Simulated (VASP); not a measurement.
A run of VASP 6.6.1 is set up as follows.

The input INCAR:

```
SYSTEM = AlP
PREC = Accurate
ENCUT = 500
EDIFF = 1E-8
ISMEAR = 0
SIGMA = 0.01
LREAL = .FALSE.
LASPH = .TRUE.
NELM = 120
ALGO = Normal
ISIF = 2
LWAVE = .FALSE.
LCHARG = .TRUE.
GGA = PS
IBRION = 8
NSW = 1
LEPSILON = .TRUE.
GGA_COMPAT = .FALSE.
```

File KPOINTS:

```
Automatic mesh
0
G
  8 8 8
  0 0 0
```

POSCAR

```
AlP
1.0
    0.0000000000      2.7250332904      2.7250332904
    2.7250332904      0.0000000000      2.7250332904
    2.7250332904      2.7250332904      0.0000000000
Al P
1 1
Direct
    0.0000000000      0.0000000000      0.0000000000
    0.7500000000      0.7500000000      0.7500000000
```

Potentials or basis: VASP PAW PBE potentials, release 64 (Al, P).

Command:

```console
$ cat potpaw_PBE.64/Al/POTCAR potpaw_PBE.64/P/POTCAR > POTCAR
$ mpirun -np 1 vasp_std > vasp.out
```

**Question.** Predict the electronic dielectric tensor (diagonal).

**Answer.** 8.55.

**Question.** Estimate the Born charges (mean of the diagonal).

**Answer.** Al +2.25; P -2.25 e.

**Question.** Estimate the highest phonon frequency at Γ, LO-TO splitting left out.

**Answer.** 440 cm⁻¹.

Born effective charge tensors (e):
atom 1, Al
```
2.25 0.00 0.00
0.00 2.25 0.00
0.00 0.00 2.25
```
atom 2, P
```
-2.25  0.00  0.00
 0.00 -2.25  0.00
 0.00  0.00 -2.25
```

Caveat: the cell stands under pressure or tension, which shifts response properties.
